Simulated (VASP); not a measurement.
# MgO (P6_3/mmc) in VASP: settings compared, part 2 of 3

VASP 6.6.1. The steps go on from the part before.

## (4) Single point, r2SCAN

Input file POSCAR:

```
MgO
1.0
    3.5207161421      0.0000000000      0.0000000000
   -1.7603580710      3.0490296186      0.0000000000
    0.0000000000      0.0000000000      4.2374418908
Mg O
2 2
Direct
    0.6666666667      0.3333333333      0.7500000000
    0.3333333333      0.6666666667      0.2500000000
    0.6666666667      0.3333333333      0.2500000000
    0.3333333333      0.6666666667      0.7500000000
```

Input file INCAR.step1:

```
SYSTEM = MgO
PREC = Accurate
ENCUT = 520
ISMEAR = 0
SIGMA = 0.02
LREAL = .FALSE.
LASPH = .TRUE.
NELM = 60
NBANDS = 16
GGA = PE
ALGO = Normal
EDIFF = 1E-4
LWAVE = .TRUE.
LCHARG = .FALSE.
```

Input file INCAR.step2:

```
SYSTEM = MgO
PREC = Accurate
ENCUT = 520
EDIFF = 1E-6
ISMEAR = 0
SIGMA = 0.02
LREAL = .FALSE.
LASPH = .TRUE.
NELM = 60
ALGO = Normal
ISIF = 2
LWAVE = .FALSE.
LCHARG = .FALSE.
METAGGA = R2SCAN
LMIXTAU = .TRUE.
NBANDS = 16
ISTART = 1
```

Input file KPOINTS:

```
regular mesh
0
G
  6 6 6
  0 0 0
```

Potentials or basis: VASP PAW PBE potentials, release 64 (Mg, O).

Launch:

```sh
cat potpaw_PBE.64/Mg/POTCAR potpaw_PBE.64/O/POTCAR > POTCAR
cp INCAR.step1 INCAR
mpirun -np 1 vasp_std > vasp.out
cp INCAR.step2 INCAR
mpirun -np 1 vasp_std > vasp.out
```

OUTCAR:

```text
SYSTEM = MgO
   PREC = Accurate
   ENCUT = 520
   EDIFF = 1E-6
   ISMEAR = 0
   LREAL = .FALSE.
   LASPH = .TRUE.
   NELM = 60
   ISIF = 2
   METAGGA = R2SCAN
   ISTART = 1

 ion  position               nearest neighbor table
   1  0.667  0.333  0.750-   4 2.03   4 2.03   4 2.03   3 2.12   3 2.12   2 2.94   2 2.94   2 2.94
                             2 2.94   2 2.94   2 2.94
   2  0.333  0.667  0.250-   3 2.03   3 2.03   3 2.03   4 2.12   4 2.12   1 2.94   1 2.94   1 2.94
                             1 2.94   1 2.94   1 2.94
   3  0.667  0.333  0.250-   2 2.03   2 2.03   2 2.03   1 2.12   1 2.12
[... 663 lines left out ...]
  -------------------------------------------------------------------------------------
  Total       -1.3600296     -1.3600296     -1.5976210     -0.0000000      0.0000000      0.0000000
  in kB      -47.9029789    -47.9029789    -56.2714270     -0.0000000      0.0000000      0.0000000
  external PRESSURE =     -50.6924616 kB  Pullay stress =       0.0000000 kB

 VOLUME and BASIS-vectors are now :
 -----------------------------------------------------------------------------
  energy-cutoff  :      520.00
  volume of cell :       45.49
      direct lattice vectors                 reciprocal lattice vectors
     3.520716142  0.000000000  0.000000000     0.284033123  0.163986600  0.000000000
    -1.760358071  3.049029619  0.000000000     0.000000000  0.327973200  0.000000000
     0.000000000  0.000000000  4.237441891     0.000000000  0.000000000  0.235991437

 POSITION                                       TOTAL-FORCE (eV/Angst)
 -----------------------------------------------------------------------------------
      1.76036      1.01634      3.17808        -0.000000      0.000000     -0.000000
     -0.00000      2.03269      1.05936         0.000000     -0.000000     -0.000000
      1.76036      1.01634      1.05936         0.000000      0.000000      0.000000
     -0.00000      2.03269      3.17808         0.000000      0.000000      0.000000
 -----------------------------------------------------------------------------------
    total drift:                               -0.000000      0.000000     -0.000000

  FREE ENERGIE OF THE ION-ELECTRON SYSTEM (eV)
  ---------------------------------------------------
  free  energy   TOTEN  =       -32.0435107950 eV

  energy  without entropy=      -32.0435107950  energy(sigma->0) =      -32.04351079
```

OUTCAR.step1:

```text
SYSTEM = MgO
   PREC = Accurate
   ENCUT = 520
   ISMEAR = 0
   LREAL = .FALSE.
   LASPH = .TRUE.
   NELM = 60
[... 689 lines left out ...]
     -0.00000      2.03269      1.05936        -0.000000      0.000000     -0.000000
      1.76036      1.01634      1.05936         0.000000     -0.000000      0.000000
     -0.00000      2.03269      3.17808        -0.000000      0.000000      0.000000
 -----------------------------------------------------------------------------------
    total drift:                               -0.000000      0.000000     -0.000000

  FREE ENERGIE OF THE ION-ELECTRON SYSTEM (eV)
  ---------------------------------------------------
  free  energy   TOTEN  =       -23.6752151571 eV

  energy  without entropy=      -23.6752151571  energy(sigma->0) =      -23.67521516
```

Wall time 35 s (1 thread of Intel Xeon 6975P-C (Granite Rapids), shared host); peak memory 0.17 GiB.

What came out:

* Free energy: -32.0435 eV
* Pressure: -5.1 GPa
* Band gap on the k mesh: 3.90 eV, direct

Levels at points of the mesh, in eV from the valence-band top:
| k point | band 4 | band 5 | band 6 | band 7 | band 8 | band 9 | band 10 | band 11 | band 12 | band 13 |
| --- | --- | --- | --- | --- | --- | --- | --- | --- | --- | --- |
| (0.00, 0.00, 0.00) | -1.70 | -1.70 | -0.80 | -0.80 | 0.00 | 3.90 | 10.09 | 12.86 | 13.24 | 13.24 |
| (0.50, 0.00, 0.00) | -2.32 | -2.30 | -1.92 | -1.26 | -0.53 | 7.55 | 9.65 | 10.49 | 12.86 | 13.80 |
| (0.00, 0.00, 0.50) | -2.35 | -1.27 | -1.27 | -1.27 | -1.27 | 6.94 | 6.94 | 13.62 | 13.62 | 13.62 |
| (0.50, 0.00, 0.50) | -3.76 | -1.51 | -1.51 | -0.79 | -0.79 | 7.89 | 7.89 | 12.62 | 12.62 | 14.87 |

Caveat: the PAW data sets were made with another functional, which shifts forces and pressure a little.

## (5) Relaxation of cell and atoms, PBE

This run uses another cell than the first one, of 10.99 Å³/atom, 0.967 times its volume.

Input file INCAR:

```
PREC = Accurate
ENCUT = 600
EDIFF = 1E-6
ISMEAR = 0
SIGMA = 0.1
LREAL = False
LASPH = True
NELM = 100
ALGO = Normal
ISIF = 3
LWAVE = False
LCHARG = False
GGA = PE
IBRION = 2
NSW = 90
EDIFFG = -0.04
```

Input file KPOINTS:

```
Automatic mesh
0
Gamma
  6 6 4
```

Input file POSCAR:

```
MgO
1.0
    3.4863779600      0.0000000000      0.0000000000
   -1.7431889800      3.0192918800      0.0000000000
    0.0000000000      0.0000000000      4.1780414600
Mg O
2 2
Direct
    0.6666666700      0.3333333300      0.7500000000
    0.3333333300      0.6666666700      0.2500000000
    0.6666666700      0.3333333300      0.2500000000
    0.3333333300      0.6666666700      0.7500000000
```

Potentials or basis: VASP PAW PBE potentials, release 64 (Mg, O).

Launch:

```sh
cat potpaw_PBE.64/Mg/POTCAR potpaw_PBE.64/O/POTCAR > POTCAR
mpirun -np 1 vasp_std > vasp.out
```

OUTCAR:

```text
PREC = Accurate
   ENCUT = 600
   EDIFF = 1E-6
   ISMEAR = 0
   LREAL = False
   LASPH = True
   NELM = 100
   ISIF = 3
   GGA = PE
   IBRION = 2
   NSW = 90
   EDIFFG = -0.04

 ion  position               nearest neighbor table
   1  0.667  0.333  0.750-   4 2.01   4 2.01   4 2.01   3 2.09   3 2.09   2 2.90   2 2.90   2 2.90
                             2 2.90   2 2.90   2 2.90
   2  0.333  0.667  0.250-   3 2.01   3 2.01   3 2.01   4 2.09   4 2.09   1 2.90   1 2.90   1 2.90
                             1 2.90   1 2.90   1 2.90
   3  0.667  0.333  0.250-   2 2.01   2 2.01   2 2.01   1 2.09   1 2.09
   4  0.333  0.667  0.750-   1 2.01   1 2.01   1 2.01   2 2.09   2 2.09

  LATTYP: Found a hexagonal cell.
 ALAT       =     3.4863779600
 C/A-ratio  =     1.1983902801

  Lattice vectors:

 A1 = (   3.4863779600,   0.0000000000,   0.0000000000)
 A2 = (  -1.7431889800,   3.0192918800,   0.0000000000)
 A3 = (   0.0000000000,   0.0000000000,   4.1780414600)

Analysis of symmetry for initial positions (statically):
=====================================================================
 Subroutine PRICEL returns:
 Original cell was already a primitive cell.

 Routine SETGRP: Setting up the symmetry group for a
 hexagonal supercell.

 Subroutine GETGRP returns: Found 24 space group operations
 (whereof 12 operations were pure point group operations)
 out of a pool of 24 trial point group operations.

The static configuration has the point symmetry D_3d.
 The point group associated with its full space group is D_6h.

Analysis of symmetry for dynamics (positions and initial velocities):
=====================================================================
 Subroutine PRICEL returns:
 Original cell was already a primitive cell.

 Routine SETGRP: Setting up the symmetry group for a
 hexagonal supercell.

 Subroutine GETGRP returns: Found 24 space group operations
 (whereof 12 operations were pure point group operations)
 out of a pool of 24 trial point group operations.

The dynamic configuration has the point symmetry D_3d.
 The point group associated with its full space group is D_6h.

 Subroutine INISYM returns: Found 24 space group operations
 (whereof 12 operations are pure point group operations),
 and found     1 'primitive' translations

----------------------------------------------------------------------------------------

                                     Primitive cell
[... 109 lines left out ...]
   IMIX   =      4    mixing-type and parameters
     AMIX     =   0.40;   BMIX     =  1.00
     AMIX_MAG =   1.60;   BMIX_MAG =  1.00
  volume/ion in A,a.u.               =      10.99        74.20
  Fermi-wavevector in a.u.,A,eV,Ry     =   1.168685  2.208494 18.583165  1.365824
  Thomas-Fermi vector in A             =   2.305168
   LORBIT       =      0    0 simple, 1 ext, 2 COOP (PROOUT), +10 PAW based schemes
   GGA     = PE    functional components
   LHFCALC =     F    Hartree Fock is set to
   AEXX    =    0.0000 exact exchange contribution
   IVDW    =     0    specifies the selected vdW correction
   LEPSILON=     F    determine dielectric tensor
   LRPA    =     F    only Hartree local field effects (RPA)
 conjugate gradient relaxation of ions
 non-spin polarized calculation
 Gauss-broadening in eV      SIGMA  =   0.10
  energy-cutoff  :      600.00
  volume of cell :       43.98
 maximum number of plane-waves:      1485
 NGX is ok and might be reduce to    28
   NGX = 13   NGY = 13   NGZ = 17

--------------------------------------- Ionic step        1  -------------------------------------------

 number of electron      15.9999998 magnetization

 Free energy of the ion-electron system (eV)
  ---------------------------------------------------
  ext. energy  EPLUGINS =         0.00000000
  ---------------------------------------------------
  free energy    TOTEN  =       -23.66357781 eV

  energy without entropy =      -23.66357781  energy(sigma->0) =      -23.66357781

 E-fermi :   2.5074     XC(G=0): -10.0737

 val. band max:        2.0050903908   @ k =   0.0000   0.0000   0.0000
 cond. band min:       5.4454829641   @ k =   0.0000   0.0000   0.0000
 fundamental gap:      3.4403925733
 Fermi energy:         2.5074317825

 k-point     1 :       0.0000    0.0000    0.0000
  band No.  band energies     occupation
      1     -14.9335      2.00000
      2     -13.5339      2.00000
      3      -1.6372      2.00000
      4       0.2679      2.00000
      5       0.2679      2.00000
      6       1.2005      2.00000
      7       1.2005      2.00000
      8       2.0051      2.00000
      9       5.4455      0.00000
     10      11.4966      0.00000
     11      14.2683      0.00000
     12      14.5505      0.00000
[... 373 lines left out ...]
--------------------------------------- Ionic step        3  -------------------------------------------

 number of electron      15.9999999 magnetization

 Free energy of the ion-electron system (eV)
  ---------------------------------------------------
  ext. energy  EPLUGINS =         0.00000000
  ---------------------------------------------------
  free energy    TOTEN  =       -23.67878547 eV

  energy without entropy =      -23.67878547  energy(sigma->0) =      -23.67878547

 E-fermi :   2.2693     XC(G=0):  -9.9480

 val. band max:        1.8231148646   @ k =   0.0000   0.0000   0.0000
 cond. band min:       5.1143949872   @ k =   0.0000   0.0000   0.0000
 fundamental gap:      3.2912801225
 Fermi energy:         2.2693104948

 k-point     1 :       0.0000    0.0000    0.0000
  band No.  band energies     occupation
      1     -14.9923      2.00000
      2     -13.6692      2.00000
      3      -1.7245      2.00000
      4       0.1416      2.00000
      5       0.1416      2.00000
      6       1.0491      2.00000
      7       1.0491      2.00000
      8       1.8231      2.00000
      9       5.1144      0.00000
     10      11.0674      0.00000
     11      13.8324      0.00000
     12      14.1845      0.00000
[... 329 lines left out ...]
  FREE ENERGIE OF THE ION-ELECTRON SYSTEM (eV)
  ---------------------------------------------------
  free  energy   TOTEN  =       -23.6787854674 eV

  energy  without entropy=      -23.6787854674  energy(sigma->0) =      -23.67878547

 reached required accuracy - stopping structural energy minimisation
```

OSZICAR:

```text
N       E                     dE             d eps       ncg     rms          rms(c)
DAV:   1     0.818881338780E+02    0.81888E+02   -0.86301E+03   504   0.134E+03
DAV:   2    -0.223313800162E+02   -0.10422E+03   -0.93640E+02   720   0.252E+02
DAV:   3    -0.276397023966E+02   -0.53083E+01   -0.52783E+01   608   0.629E+01
[... 22 lines left out ...]
DAV:   2    -0.236789774680E+02    0.10323E-01   -0.49505E-02   544   0.197E+00    0.790E-02
DAV:   3    -0.236788349642E+02    0.14250E-03   -0.81734E-04   528   0.310E-01    0.472E-02
DAV:   4    -0.236787860547E+02    0.48910E-04   -0.60988E-05   576   0.838E-02    0.129E-02
DAV:   5    -0.236787849515E+02    0.11031E-05   -0.12230E-05   564   0.304E-02    0.333E-03
DAV:   6    -0.236787854674E+02   -0.51591E-06   -0.32843E-07   268   0.543E-03
   3 F= -.23678785E+02 E0= -.23678785E+02  d E =-.152077E-01
```

Wall time 15 s (1 thread of Intel Xeon 6975P-C (Granite Rapids), shared host); peak memory 0.17 GiB.

What came out:

| Item | Value |
| --- | --- |
| Free energy | -23.6788 eV |
| Relaxed volume | 11.31 Å³/atom |
| Relaxed cell | a = 3.517 Å, b = 3.517 Å, c = 4.225 Å, α = 90.00°, β = 90.00°, γ = 120.00° |
| Space group after relaxing (to 0.05 Å) | P6_3/mmc (No. 194) |
| Energy gained by relaxing | 3.8 meV/atom |
| Ionic steps | 3 |
| Pressure after relaxing | 0.0 GPa |
| Band gap on the k mesh | 3.29 eV, direct |

Step by step:
| step | energy change (eV) | largest force (eV/Å) | pressure (GPa) | volume (Å³) |
| --- | --- | --- | --- | --- |
| 1 | 0.0000 | 0.0000 | 3.87 | 43.98 |
| 2 | -0.0136 | 0.0000 | -1.18 | 45.69 |
| 3 | -0.0152 | 0.0000 | 0.01 | 45.26 |

Final structure:
```yaml
crystal:
  lattice:
    - [3.51719, 0.00000, 0.00000]
    - [-1.75860, 3.04598, 0.00000]
    - [0.00000, 0.00000, 4.22459]
  atoms:
    - { symbol: Mg, position: [0.66667, 0.33333, 0.75000] }
    - { symbol: Mg, position: [0.33333, 0.66667, 0.25000] }
    - { symbol: O, position: [0.66667, 0.33333, 0.25000] }
    - { symbol: O, position: [0.33333, 0.66667, 0.75000] }
```

Levels at points of the mesh, in eV from the valence-band top:
| k point | band 6 | band 7 | band 8 | band 9 | band 10 | band 11 |
| --- | --- | --- | --- | --- | --- | --- |
| (0.00, 0.00, 0.00) | -0.77 | -0.77 | 0.00 | 3.29 | 9.24 | 12.01 |
| (0.50, 0.00, 0.00) | -1.93 | -1.26 | -0.51 | 6.92 | 8.79 | 9.77 |
| (0.00, 0.00, 0.50) | -1.25 | -1.25 | -1.25 | 6.31 | 6.31 | 12.72 |
| (0.50, 0.00, 0.50) | -1.49 | -0.79 | -0.79 | 7.22 | 7.22 | 11.65 |

PBE gaps usually lie below the measured ones, often by a third to a half.

(Part 2 of 3 ends here.)
